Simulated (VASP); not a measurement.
Input of a VASP 6.6.1 run:

INCAR

```
SYSTEM = Li4Nb4O11
PREC     = Accurate       ! precision mode
ENCUT    = 520            ! plane-wave cutoff, eV
EDIFF    = 1E-6           ! SCF threshold, eV
ISMEAR   = 0              ! smearing method
SIGMA    = 0.05           ! smearing width, eV
LREAL    = Auto         
LASPH    = .True.         ! aspherical terms in the spheres
NELM     = 60             ! most SCF steps
ALGO     = Normal         ! electronic algorithm
ISIF     = 2              ! what is computed and relaxed
LWAVE    = .False.        ! write WAVECAR
LCHARG   = .False.        ! write CHGCAR
GGA      = PS             ! functional
NBANDS   = 80             ! bands
NELECT   = 128.0
```

KPOINTS

```
Automatic mesh
0
Gamma
  4 4 4
  0 0 0
```

The input POSCAR:

```
Li4Nb4O11
1.0
    5.1825903872      0.0000000000      0.0000000000
    0.0000000000      2.9921699552     -4.5492247954
    0.0000000000      5.9843399104      4.5492247953
Li Nb O
4 4 11
Direct
    0.0000000000      0.5000000000      0.2500000000
    0.5000000000      0.0000000000      0.7500000000
    0.0000000000      0.5000000000      0.7500000000
    0.5000000000      0.0000000000      0.2500000000
    0.0000000000      0.0000000000      0.0000000000
    0.5000000000      0.5000000000      0.5000000000
    0.0000000000      0.0000000000      0.5000000000
    0.5000000000      0.5000000000      0.0000000000
    0.8795714442      0.0000000000      0.2500000000
    0.3795714442      0.5000000000      0.7500000000
    0.8102142779      0.6897857221      0.9397857221
    0.8102142779      0.3102142779      0.5602142779
    0.3102142779      0.8102142779      0.0602142779
    0.1204285558      0.0000000000      0.7500000000
    0.6204285558      0.5000000000      0.2500000000
    0.6897857221      0.8102142779      0.5602142779
    0.1897857221      0.3102142779      0.0602142779
    0.2500000000      0.4397857221      0.4397857221
    0.6897857221      0.1897857221      0.9397857221
```

Potentials or basis: VASP PAW PBE potentials, release 64 (Li_sv, Nb_sv, O).

Command:

```sh
$ cat potpaw_PBE.64/Li_sv/POTCAR potpaw_PBE.64/Nb_sv/POTCAR potpaw_PBE.64/O/POTCAR > POTCAR
$ mpirun -np 1 vasp_std > vasp.out
```

**Question.** Estimate the largest force.

**Answer.** 34.837 eV/Å.

Forces in eV/Å, atoms in the order of the input:
```
Li   -0.516  -1.005  -0.421
Li    0.354   0.723   0.564
Li   -0.012   0.540   0.506
Li    0.667  -1.110  -0.716
Nb   -0.436  -0.200  -0.239
Nb   31.717  13.069   0.338
Nb   -6.922   3.302  -0.617
Nb    0.298  -0.467  -0.057
O     1.295   2.033   1.981
O    -0.062  -0.074  -0.063
O     0.278   0.362  -0.426
O     2.171  -2.472   2.836
O    -0.193   0.622   0.092
O     0.436  -3.021  -1.917
O     0.435   0.335   0.234
O     2.347   1.074  -2.899
O    -0.158  -0.077   0.466
O   -32.070 -13.607   0.093
O     0.371  -0.025   0.242
```

Caveat: the cell carries a net charge on a neutralising background, which shifts energy and pressure; the cell differs from its parent crystal (atoms taken out, atom 18 moved 0.500 of the way to it and +0.000 Å across, host rigid); atoms lie so close that the PAW spheres overlap strongly, which falsifies energies and pressures; the PAW data sets were made with another functional, which shifts forces and pressure a little.
